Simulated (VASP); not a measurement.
# Zn in VASP: relaxation of the atoms with LDA

Aim: the relaxation of the atoms of Zn with LDA.

Program: VASP 6.6.1. These are calculated values, not measurements. Logs are shortened: lines on timing, memory, paths and dates and some standing lists are left out, and cuts for length are marked.

## (1) The cell of the first run

The cell holds a slab with vacuum, 3 atoms: a = 2.575 Å, b = 2.575 Å, c = 20.714 Å, α = 90.00°, β = 90.00°, γ = 120.00°.

## (2) Relaxation of the atoms, LDA

File INCAR:

```
SYSTEM = Zn
ALGO = Normal ; DIPOL = 0.5 0.5 0.500
EDIFF = 1E-6 ; EDIFFG = -0.01
ENCUT = 520 ; GGA = CA
IBRION = 2 ; IDIPOL = 3
ISIF = 2 ; ISMEAR = -1
LASPH = .True. ; LCHARG = .False.
LDIPOL = .True. ; LREAL = .False.
LWAVE = .False. ; NELM = 100
NSW = 60 ; PREC = Accurate
SIGMA = 0.1
```

File KPOINTS:

```
k-points
0
Gamma
  16 16 1
  0 0 0
```

File POSCAR:

```
Zn
1.0
    2.5745889077      0.0000000000      0.0000000000
   -1.2872944539      2.2296593984      0.0000000000
    0.0000000000      0.0000000000     20.7136000000
Zn
3
Direct
    0.0000000000      0.0000000000      0.3862205764
    0.3333333340      0.6666666660      0.5000000000
    0.0000000000      0.0000000000      0.6137794236
```

Potentials or basis: VASP PAW LDA potentials, release 64 (Zn).

Started as:

```
cat potpaw_LDA.64/Zn/POTCAR > POTCAR
mpirun -np 1 vasp_std > vasp.out
```

OUTCAR:

```text
SYSTEM = Zn
   EDIFF = 1E-6
   EDIFFG = -0.01
   ENCUT = 520
   GGA = CA
   IBRION = 2
   ISIF = 2
   ISMEAR = -1
   LASPH = .True.
   LREAL = .False.
   NELM = 100
   NSW = 60
   PREC = Accurate

 ion  position               nearest neighbor table
   1  0.000  0.000  0.386-   2 2.79   2 2.79   2 2.79
   2  0.333  0.667  0.500-   1 2.79   3 2.79   1 2.79   3 2.79   1 2.79   3 2.79
   3  0.000  0.000  0.614-   2 2.79   2 2.79   2 2.79

  LATTYP: Found a hexagonal cell.
 ALAT       =     2.5745889077
 C/A-ratio  =     8.0454009330

  Lattice vectors:

 A1 = (   2.5745889077,   0.0000000000,   0.0000000000)
 A2 = (  -1.2872944539,   2.2296593984,   0.0000000000)
 A3 = (   0.0000000000,   0.0000000000,  20.7136000000)

Analysis of symmetry for initial positions (statically):
=====================================================================
 Subroutine PRICEL returns:
 Original cell was already a primitive cell.

 Routine SETGRP: Setting up the symmetry group for a
 hexagonal supercell.

 Subroutine GETGRP returns: Found 12 space group operations
 (whereof 12 operations were pure point group operations)
 out of a pool of 24 trial point group operations.

The static configuration has the point symmetry D_3h.

Analysis of symmetry for dynamics (positions and initial velocities):
=====================================================================
 Subroutine PRICEL returns:
 Original cell was already a primitive cell.

 Routine SETGRP: Setting up the symmetry group for a
 hexagonal supercell.

 Subroutine GETGRP returns: Found 12 space group operations
 (whereof 12 operations were pure point group operations)
 out of a pool of 24 trial point group operations.

The dynamic configuration has the point symmetry D_3h.

 Subroutine INISYM returns: Found 12 space group operations
 (whereof 12 operations are pure point group operations),
 and found     1 'primitive' translations

----------------------------------------------------------------------------------------

                                     Primitive cell

  volume of cell :     118.9055

  direct lattice vectors                    reciprocal lattice vectors
     2.574588908  0.000000000  0.000000000     0.388411523  0.224249498  0.000000000
    -1.287294454  2.229659398  0.000000000     0.000000000  0.448498995  0.000000000
     0.000000000  0.000000000 20.713600000     0.000000000  0.000000000  0.048277460

  length of vectors
     2.574588908  2.574588908 20.713600000     0.448498995  0.448498995  0.048277460

  position of ions in fractional coordinates (direct lattice)
     0.000000000  0.000000000  0.386220576
     0.333333334  0.666666666  0.500000000
     0.000000000  0.000000000  0.613779424

  ion indices of the primitive-cell ions
   primitive index   ion index
                 1           1
                 2           2
                 3           3

----------------------------------------------------------------------------------------

 KPOINTS: k-points

Automatic generation of k-mesh.
 Grid dimensions read from file:
 generate k-points for:   16   16    1

 Generating k-lattice:

  Cartesian coordinates                     Fractional coordinates (reciprocal lattice)
     0.024275720  0.014015594  0.000000000     0.062500000 -0.000000000  0.000000000
     0.000000000  0.028031187  0.000000000     0.000000000  0.062500000  0.000000000
     0.000000000  0.000000000  0.048277460     0.000000000  0.000000000  1.000000000

  Length of vectors
     0.028031187  0.028031187  0.048277460

  Shift w.r.t. Gamma in fractional coordinates (k-lattice)
     0.000000000  0.000000000  0.000000000

 Subroutine IBZKPT returns following result:
 ===========================================

 Found     30 irreducible k-points:

 Following reciprocal coordinates:
            Coordinates               Weight
  0.000000  0.000000  0.000000      1.000000
  0.062500  0.000000  0.000000      6.000000
  0.125000  0.000000  0.000000      6.000000
  0.187500  0.000000  0.000000      6.000000
  0.250000  0.000000  0.000000      6.000000
  0.312500  0.000000  0.000000      6.000000
[... 16 lines left out ...]
  0.187500  0.187500  0.000000      6.000000
  0.250000  0.187500  0.000000     12.000000
 [... further k-points ...]
   k-points           NKPTS =     30   k-points in BZ     NKDIM =     30   number of bands    NBANDS=     22
   number of dos      NEDOS =    301   number of ions     NIONS =      3
   total plane-waves  NPLWV =  64000
   dimension x,y,z NGX =    20 NGY =   20 NGZ =  160
   dimension x,y,z NGXF=    40 NGYF=   40 NGZF=  320
   ions per type =               3
   NGX,Y,Z   is equivalent  to a cutoff of  12.91, 12.91, 12.84 a.u.
   NGXF,Y,Z  is equivalent  to a cutoff of  25.83, 25.83, 25.68 a.u.
 SYSTEM =  Zn
   PREC   = accura    normal or accurate (medium, high low for compatibility)
   ISTART =      0    job   : 0-new  1-cont  2-samecut
   ICHARG =      2    charge: 1-file 2-atom 10-const
   ISPIN  =      1    spin polarized calculation?
   LNONCOLLINEAR =      F non collinear calculations
   LSORBIT =      F    spin-orbit coupling
   LASPH  =      T    aspherical Exc in radial PAW
   ENCUT  =  520.0 eV  38.22 Ry    6.18 a.u.   4.79  4.79 38.51*2*pi/ulx,y,z
   NELM   =    100;   NELMIN=  2; NELMDL= -5     # of ELM steps
   EDIFF  = 0.1E-05   stopping-criterion for ELM
   LREAL  =      F    real-space projection
   EDIFFG = -.1E-01   stopping-criterion for IOM
   NSW    =     60    number of steps for IOM
   IBRION =      2    ionic relax: 0-MD 1-quasi-New 2-CG
   NFREE  =      1    steps in history (QN), initial steepest desc. (CG)
   ISIF   =      2    stress and relaxation
   ISYM   =      2    0-nonsym 1-usesym 2-fastsym
   POTIM  = 0.5000    time-step for ionic-motion
   TEBEG  =    0.0;   TEEND  =   0.0 temperature during run
   PSTRESS=    0.0 pullay stress
   NELECT =      36.0000    total number of electrons
   NUPDOWN=      -1.0000    fix difference up-down
   EMIN   =  10.00;   EMAX   =-10.00  energy-range for DOS
   EFERMI =   0.00;   METHOD = LEGACY
   ISMEAR =    -1;   SIGMA  =   0.10  broadening in eV -4-tet -1-fermi 0-gaus
   EFERMI_NEDOS =   21; number of points for ismear=-14 and -15
   IALGO  =     38    algorithm
   IMIX   =      4    mixing-type and parameters
     AMIX     =   0.40;   BMIX     =  1.00
     AMIX_MAG =   1.60;   BMIX_MAG =  1.00
  volume/ion in A,a.u.               =      39.64       267.47
  Fermi-wavevector in a.u.,A,eV,Ry     =   1.099280  2.077338 16.441505  1.208417
  Thomas-Fermi vector in A             =   2.235672
   LORBIT       =      0    0 simple, 1 ext, 2 COOP (PROOUT), +10 PAW based schemes
   GGA     = CA    functional components
   LHFCALC =     F    Hartree Fock is set to
   AEXX    =    0.0000 exact exchange contribution
   IVDW    =     0    specifies the selected vdW correction
   LEPSILON=     F    determine dielectric tensor
   LRPA    =     F    only Hartree local field effects (RPA)
 conjugate gradient relaxation of ions
 non-spin polarized calculation
  energy-cutoff  :      520.00
  volume of cell :      118.91
 maximum number of plane-waves:      3224
 NGX is ok and might be reduce to    20
   NGX =  9   NGY =  9   NGZ = 77

--------------------------------------- Ionic step        1  -------------------------------------------

 number of electron      36.0000019 magnetization

 Free energy of the ion-electron system (eV)
  ---------------------------------------------------
  ext. energy  EPLUGINS =         0.00000000
  ---------------------------------------------------
  free energy    TOTEN  =        -5.25535195 eV

  energy without entropy =       -5.22985525  energy(sigma->0) =       -5.24260360

------------------------ aborting loop because EDIFF is reached ----------------------------------------

  FORCE on cell =-STRESS in cart. coord.  units (eV):
  Direction    XX          YY          ZZ          XY          YZ          ZX
  --------------------------------------------------------------------------------------
  -------------------------------------------------------------------------------------
  Total       -1.2032228     -1.2032228     -0.2085592      0.0000000      0.0000000      0.0000000
  in kB      -16.2126727    -16.2126727     -2.8102043      0.0000000      0.0000000      0.0000000
  external PRESSURE =     -11.7451833 kB  Pullay stress =       0.0000000 kB
[... 22 lines left out ...]
  energy  without entropy=       -5.2298552511  energy(sigma->0) =       -5.24260360

--------------------------------------- Ionic step        2  -------------------------------------------

 number of electron      36.0000016 magnetization

 dipolmoment           0.000000      0.000000      0.000000 electrons x Angstroem

------------------------ aborting loop because EDIFF is reached ----------------------------------------

  FORCE on cell =-STRESS in cart. coord.  units (eV):
  Direction    XX          YY          ZZ          XY          YZ          ZX
  --------------------------------------------------------------------------------------
  -------------------------------------------------------------------------------------
  Total       -1.1783132     -1.1783132     -0.1820092      0.0000000     -0.0000000     -0.0000000
  in kB      -15.8770322    -15.8770322     -2.4524605      0.0000000     -0.0000000     -0.0000000
  external PRESSURE =     -11.4021750 kB  Pullay stress =       0.0000000 kB
[... 59 lines left out ...]
  energy  without entropy=       -5.2311781608  energy(sigma->0) =       -5.24355034

--------------------------------------- Ionic step        4  -------------------------------------------

 number of electron      35.9999985 magnetization

 dipolmoment           0.000000      0.000000     -0.000000 electrons x Angstroem

 Free energy of the ion-electron system (eV)
  ---------------------------------------------------
  ext. energy  EPLUGINS =         0.00000000
  ---------------------------------------------------
  free energy    TOTEN  =        -5.25635734 eV

  energy without entropy =       -5.23269192  energy(sigma->0) =       -5.24452463

 E-fermi :  -1.8593     XC(G=0):  -5.1130

 val. band max:       -1.9386167674   @ k =   0.3750   0.1250   0.0000
 cond. band min:      -1.6653223908   @ k =   0.2500   0.0000   0.0000
 fundamental gap:      0.2732943766
 Fermi energy:        -1.8593229846

 k-point     1 :       0.0000    0.0000    0.0000
  band No.  band energies     occupation
      1     -12.4025      2.00000
      2     -11.0300      2.00000
      3     -10.7060      2.00000
      4      -9.8070      2.00000
      5      -9.6615      2.00000
      6      -9.6615      2.00000
[... 574 lines left out ...]
      6      -9.6163      2.00000
[... 14 lines left out ...]
     21       4.1875      0.00000
     22       4.5697      0.00000

 [... further k-points ...]

------------------------ aborting loop because EDIFF is reached ----------------------------------------

 vacuum level on the upper side and lower side of the slab       (xc-potential included)        -0.197        -0.197

  FORCE on cell =-STRESS in cart. coord.  units (eV):
  Direction    XX          YY          ZZ          XY          YZ          ZX
  --------------------------------------------------------------------------------------
  -------------------------------------------------------------------------------------
  Total       -1.1090760     -1.1090760     -0.0490840      0.0000000      0.0000000     -0.0000000
  in kB      -14.9441046    -14.9441046     -0.6613757      0.0000000      0.0000000     -0.0000000
  external PRESSURE =     -10.1831950 kB  Pullay stress =       0.0000000 kB

 VOLUME and BASIS-vectors are now :
 -----------------------------------------------------------------------------
  energy-cutoff  :      520.00
  volume of cell :      118.91
      direct lattice vectors                 reciprocal lattice vectors
     2.574588908  0.000000000  0.000000000     0.388411523  0.224249498  0.000000000
    -1.287294454  2.229659398  0.000000000     0.000000000  0.448498995  0.000000000
     0.000000000  0.000000000 20.713600000     0.000000000  0.000000000  0.048277460
[... 9 lines left out ...]
  FREE ENERGIE OF THE ION-ELECTRON SYSTEM (eV)
  ---------------------------------------------------
  free  energy   TOTEN  =        -5.2563573396 eV

  energy  without entropy=       -5.2326919195  energy(sigma->0) =       -5.24452463

 reached required accuracy - stopping structural energy minimisation

 vacuum level on the upper side and lower side of the slab         2.595         2.595
```

It took 69 s on 1 thread of Intel Xeon 6975P-C (Granite Rapids), shared host; peak memory 0.22 GiB.

What came out:

```
Free energy                  : -5.2564 eV
Energy gained by relaxing    : 0.3 meV/atom
Ionic steps                  : 4
Largest force after relaxing : 0.006 eV/Å
Band gap on the k mesh       : zero (bands 18 and 19 overlap by 3.52 eV)
```

Forces in eV/Å, atoms in the order of the input:
```
Zn   0.000  0.000  0.006
Zn   0.000  0.000  0.000
Zn   0.000  0.000 -0.006
```

The path:
```tsv
step	energy change (eV)	largest force (eV/Å)	pressure (GPa)
1	0.0000	0.0419	-1.17
2	-0.0002	0.0366	-1.14
3	-0.0006	0.0260	-1.17
4	-0.0010	0.0059	-1.02
```

Final structure:
```
Zn
1.0
     2.57459    0.00000    0.00000
    -1.28729    2.22966    0.00000
     0.00000    0.00000   20.71360
Zn
3
Direct
  0.00000 0.00000 0.38720
  0.33333 0.66667 0.50000
  0.00000 0.00000 0.61280
```

Levels at points of the mesh, in eV from the Fermi level:
```tsv
k point	band 15	band 16	band 17	band 18	band 19	band 20	band 21	band 22
(0.00, 0.00, 0.00)	-6.98	-6.95	-6.95	-4.87	-2.20	1.96	4.08	4.57
(0.50, 0.00, 0.00)	-6.65	-2.49	-1.64	-1.31	0.98	2.10	2.98	5.32
```

The gap in the log of VASP goes by the Fermi energy; the results here count the filled bands.